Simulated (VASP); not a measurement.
Runs of VASP 6.6.1 on Si2W. The structure is that of space group I4/mmm (No. 139), or close to it. The cells are those of the table. 

```csv
cell,gap on the mesh (eV),pressure (GPa),largest force (eV/Å)
"a = 5.131 Å, angles 146.5, 146.5, 48.1°, 3 atoms",none,7.0,0.37
"a = 4.473 Å, angles 137.1, 137.1, 62.3°, 3 atoms",none,1.3,-
"a = 4.188 Å, angles 130.9, 130.9, 71.9°, 3 atoms",none,19.4,1.11
"a = 4.643 Å, angles 140.0, 140.0, 57.9°, 3 atoms",none,-0.2,0.01
"a = 4.739 Å, angles 141.5, 141.5, 55.6°, 3 atoms",none,(a),(b)
```

Alike in all rows: task single point; level PBE; potentials or basis VASP PAW PBE potentials, release 64 (Si, W_sv); no spin polarisation; k mesh 22 × 22 × 22; cutoff (eV) 520; smearing gaussian 0.15 eV.

**Question.** Estimate the missing entries.

**Answer.** (a) 0.4; (b) 0.07.

Caveats: spin-orbit coupling is left out, which moves the levels of the heavy elements; forces of over 1 eV/Å act on the atoms, so gaps and moduli don't describe the material at rest (some runs).

A k mesh can miss the band edges, and the runs leave out spin-orbit coupling on W.

A gap of «none» marks levels without a gap at the run's occupations.
